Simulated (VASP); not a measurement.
# TiTe2 (P-3m1) in VASP: notebook, part 2 of 2

VASP 6.6.1.

## (3) Single point, PBE+D3(BJ) (25.95 Å³/atom)

This run uses another cell than the first one, of 25.95 Å³/atom.

File INCAR:

```
PREC = Accurate ; ENCUT = 520
EDIFF = 1E-6 ; ISMEAR = 0
SIGMA = 0.1 ; LREAL = False
LASPH = True ; NELM = 100
ALGO = Normal ; ISIF = 2
LWAVE = False ; LCHARG = False
GGA = PE ; IVDW = 12
NBANDS = 19
```

File KPOINTS:

```
regular mesh
0
Gamma
  18 18 10
```

File POSCAR:

```
TiTe2
1.0
    3.7255424239      0.0000000000      0.0000000000
   -1.8627712119      3.2264143820      0.0000000000
    0.0000000000      0.0000000000      6.4760532267
Ti Te
1 2
Direct
    0.0000000000      0.0000000000      0.0000000000
    0.6666666667      0.3333333333      0.2669811573
    0.3333333333      0.6666666667      0.7330188427
```

Potentials or basis: VASP PAW PBE potentials, release 64 (Ti_sv, Te).

Started as:

```sh
$ cat potpaw_PBE.64/Ti_sv/POTCAR potpaw_PBE.64/Te/POTCAR > POTCAR
$ mpirun -np 1 vasp_std > vasp.out
```

OUTCAR:

```text
PREC = Accurate
   ENCUT = 520
   EDIFF = 1E-6
   ISMEAR = 0
   LREAL = False
   LASPH = True
   NELM = 100
   ISIF = 2
   GGA = PE
   IVDW = 12
 IVDW          = 12

 ion  position               nearest neighbor table
   1  0.000  0.000  0.000-   2 2.76   3 2.76   3 2.76   2 2.76   2 2.76   3 2.76
   2  0.667  0.333  0.267-   1 2.76   1 2.76   1 2.76
   3  0.333  0.667  0.733-   1 2.76   1 2.76   1 2.76

  LATTYP: Found a hexagonal cell.
 ALAT       =     3.7255424239
 C/A-ratio  =     1.7382846549

  Lattice vectors:

 A1 = (   3.7255424239,   0.0000000000,   0.0000000000)
 A2 = (  -1.8627712119,   3.2264143820,   0.0000000000)
 A3 = (   0.0000000000,   0.0000000000,   6.4760532267)

Analysis of symmetry for initial positions (statically):
=====================================================================
 Subroutine PRICEL returns:
 Original cell was already a primitive cell.

 Routine SETGRP: Setting up the symmetry group for a
 hexagonal supercell.

 Subroutine GETGRP returns: Found 12 space group operations
 (whereof 12 operations were pure point group operations)
 out of a pool of 24 trial point group operations.

The static configuration has the point symmetry D_3d.

Analysis of symmetry for dynamics (positions and initial velocities):
=====================================================================
 Subroutine PRICEL returns:
 Original cell was already a primitive cell.

 Routine SETGRP: Setting up the symmetry group for a
 hexagonal supercell.

 Subroutine GETGRP returns: Found 12 space group operations
 (whereof 12 operations were pure point group operations)
 out of a pool of 24 trial point group operations.

The dynamic configuration has the point symmetry D_3d.

 Subroutine INISYM returns: Found 12 space group operations
 (whereof 12 operations are pure point group operations),
 and found     1 'primitive' translations

[... 115 lines left out ...]
     AMIX     =   0.40;   BMIX     =  1.00
     AMIX_MAG =   1.60;   BMIX_MAG =  1.00
  volume/ion in A,a.u.               =      25.95       175.10
  Fermi-wavevector in a.u.,A,eV,Ry     =   1.105958  2.089957 16.641866  1.223143
  Thomas-Fermi vector in A             =   2.242452
   LORBIT       =      0    0 simple, 1 ext, 2 COOP (PROOUT), +10 PAW based schemes
   GGA     = PE    functional components
   LHFCALC =     F    Hartree Fock is set to
   AEXX    =    0.0000 exact exchange contribution
   IVDW    =    12    specifies the selected vdW correction
   LEPSILON=     F    determine dielectric tensor
   LRPA    =     F    only Hartree local field effects (RPA)
 non-spin polarized calculation
 Gauss-broadening in eV      SIGMA  =   0.10
  energy-cutoff  :      520.00
  volume of cell :       77.84
 maximum number of plane-waves:      2114
   NGX = 13   NGY = 13   NGZ = 25

 number of electron      23.9999999 magnetization

 Free energy of the ion-electron system (eV)
  ---------------------------------------------------
  ext. energy  EPLUGINS =         0.00000000
  ---------------------------------------------------
  free energy    TOTEN  =       -16.18633999 eV

  energy without entropy =      -16.17887615  energy(sigma->0) =      -16.18260807

 E-fermi :   7.2312     XC(G=0): -10.0177

 val. band max:        7.2308378566   @ k =   0.1111   0.0556   0.1000
 cond. band min:       7.2319827131   @ k =   0.3889   0.0556   0.5000
 fundamental gap:      0.0011448565
 Fermi energy:         7.2312416050

 k-point     1 :       0.0000    0.0000    0.0000
  band No.  band energies     occupation
      1     -50.2110      2.00000
      2     -26.4717      2.00000
      3     -26.4717      2.00000
      4     -26.4349      2.00000
      5      -5.3730      2.00000
      6      -3.8113      2.00000
[... 505 lines left out ...]
      6      -3.2043      2.00000
[... 11 lines left out ...]
     18      12.5051      0.00000
     19      13.4991      0.00000

 [... further k-points ...]

------------------------ aborting loop because EDIFF is reached ----------------------------------------

 Edisp (eV)   -1.52101

 E8    (eV) :    -0.7049

  FORCE on cell =-STRESS in cart. coord.  units (eV):
  Direction    XX          YY          ZZ          XY          YZ          ZX
  --------------------------------------------------------------------------------------
  -------------------------------------------------------------------------------------
  Total      -0.55212    -0.55212    -0.53373    -0.00000     0.00000    -0.00000
  in kB     -11.36376   -11.36376   -10.98535    -0.00000     0.00000    -0.00000
  external pressure =      -11.24 kB  Pullay stress =        0.00 kB

 VOLUME and BASIS-vectors are now :
 -----------------------------------------------------------------------------
  energy-cutoff  :      520.00
  volume of cell :       77.84
      direct lattice vectors                 reciprocal lattice vectors
     3.725542424  0.000000000  0.000000000     0.268417290  0.154970794  0.000000000
    -1.862771212  3.226414382  0.000000000     0.000000000  0.309941589  0.000000000
     0.000000000  0.000000000  6.476053227     0.000000000  0.000000000  0.154415037

 POSITION                                       TOTAL-FORCE (eV/Angst)
 -----------------------------------------------------------------------------------
      0.00000      0.00000      0.00000        -0.000000      0.000000      0.000000
      1.86277      1.07547      1.72898        -0.000000      0.000000      0.004147
     -0.00000      2.15094      4.74707         0.000000     -0.000000     -0.004147
 -----------------------------------------------------------------------------------
    total drift:                               -0.000000     -0.000000     -0.000000

  FREE ENERGIE OF THE ION-ELECTRON SYSTEM (eV)
  ---------------------------------------------------
  free  energy   TOTEN  =       -17.7073520636 eV

  energy  without entropy=      -17.6998882274  energy(sigma->0) =      -17.70362015
```

OSZICAR:

```text
N       E                     dE             d eps       ncg     rms          rms(c)
DAV:   1     0.179712546461E+03    0.17971E+03   -0.10799E+04 12540   0.118E+03
DAV:   2    -0.180747338253E+01   -0.18152E+03   -0.17675E+03 13107   0.300E+02
DAV:   3    -0.177183365601E+02   -0.15911E+02   -0.15487E+02 19194   0.829E+01
DAV:   4    -0.182798189873E+02   -0.56148E+00   -0.55881E+00 16206   0.145E+01
DAV:   5    -0.183000646225E+02   -0.20246E-01   -0.20237E-01 18092   0.271E+00    0.123E+01
DAV:   6    -0.184493661459E+02   -0.14930E+00   -0.35996E+01 14009   0.370E+01    0.137E+01
DAV:   7    -0.164190806092E+02    0.20303E+01   -0.28788E+01 15746   0.310E+01    0.532E+00
DAV:   8    -0.161846958229E+02    0.23438E+00   -0.14557E+00 14870   0.829E+00    0.167E+00
DAV:   9    -0.162029317341E+02   -0.18236E-01   -0.17656E-01 16923   0.262E+00    0.146E+00
DAV:  10    -0.161887821547E+02    0.14150E-01   -0.21242E-01 14890   0.314E+00    0.748E-01
DAV:  11    -0.161865736237E+02    0.22085E-02   -0.26247E-02 14551   0.116E+00    0.325E-01
DAV:  12    -0.161864775250E+02    0.96099E-04   -0.36823E-03 15022   0.413E-01    0.220E-01
DAV:  13    -0.161863412851E+02    0.13624E-03   -0.58647E-04 14829   0.179E-01    0.385E-02
DAV:  14    -0.161863455321E+02   -0.42470E-05   -0.18414E-05 14517   0.328E-02    0.337E-02
DAV:  15    -0.161863409218E+02    0.46103E-05   -0.10864E-05 15681   0.254E-02    0.122E-02
DAV:  16    -0.161863399859E+02    0.93595E-06   -0.56151E-06 13087   0.138E-02
   1 F= -.17707352E+02 E0= -.17703620E+02  d E =-.746384E-02
```

stdout:

```text
POSCAR found type information on POSCAR TiTe
 POSCAR found :  2 types and       3 ions
 scaLAPACK will be used
 LDA part: xc-table for (Slater+PW92), standard interpolation
 POSCAR, INCAR and KPOINTS ok, starting setup
 FFT: planning ... GRIDC
 FFT: planning ... GRID_SOFT
 FFT: planning ... GRID
 WAVECAR not read
 entering main loop
```

Run time: 4.2 min. Hardware: 1 thread of Intel Xeon 6975P-C (Granite Rapids), shared host; peak memory 0.56 GiB.

Results:

```yaml
Free_energy: -17.7074 eV
Pressure: -1.1 GPa
Largest_force: 0.004 eV/Å
Band_gap_on_the_k_mesh: zero (bands 12 and 13 overlap by 0.78 eV)
Dispersion_energy_per_atom: -0.507 eV
```

Forces in eV/Å, atoms in the order of the input:
```
Ti   0.000  0.000  0.000
Te   0.000  0.000  0.004
Te   0.000  0.000 -0.004
```

Caveat: spin-orbit coupling is left out, which moves the levels of the heavy elements.
